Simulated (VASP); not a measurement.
Wanted: the native input for a VASP 6.6.1 run.

```yaml
Task: single point
Functional: PBEsol
Potentials_or_basis: VASP PAW PBE potentials, release 64 (As, Se)
Cutoff: 520 eV
k_mesh: 12 × 12 × 12
Occupations: gaussian, width 0.15 eV
Spin: no spin polarisation
Dipole_correction: no
Further_INCAR_settings: ALGO = Normal; EDIFF = 1e-06; NBANDS = 25
```

The structure of As2Se lies in POSCAR:

```
As2Se
1.0
   -3.2653871006      3.2653871006      2.9536935136
    3.2653871006     -3.2653871006      2.9536935136
    3.2653871006      3.2653871006     -2.9536935136
As Se
4 2
Direct
    0.8750000000      0.1250000000      0.7500000000
    0.3750000000      0.1250000000      0.2500000000
    0.8750000000      0.6250000000      0.7500000000
    0.8750000000      0.1250000000      0.2500000000
    0.5000000000      0.5000000000      0.0000000000
    0.2500000000      0.7500000000      0.5000000000
```

This cell differs from its parent crystal: ratio of the length along z to the lengths across it x 1.2, volume and fractional coordinates fixed.

The input as run:

INCAR

```
SYSTEM = As2Se
PREC = Accurate ; ENCUT = 520
EDIFF = 1E-6 ; ISMEAR = 0
SIGMA = 0.15 ; LREAL = .FALSE.
LASPH = .TRUE. ; NELM = 80
ALGO = Normal ; ISIF = 2
LWAVE = .FALSE. ; LCHARG = .FALSE.
GGA = PS ; NBANDS = 25
```

KPOINTS

```
Automatic mesh
0
G
  12 12 12
  0 0 0
```

Potentials or basis: VASP PAW PBE potentials, release 64 (As, Se).

Command:

```sh
$ cat potpaw_PBE.64/As/POTCAR potpaw_PBE.64/Se/POTCAR > POTCAR
$ mpirun -np 1 vasp_std > vasp.out
```

It gave:

The pressure is -2.9 GPa. The band gap on the k mesh is zero (bands 16 and 17 overlap by 0.92 eV).

Caveat: the PAW data sets were made with another functional, which shifts forces and pressure a little.

Wall time 5.5 min on 1 thread of Intel(R) Xeon(R) Platinum 8488C (Sapphire Rapids), on a shared host, peak memory 0.57 GiB.
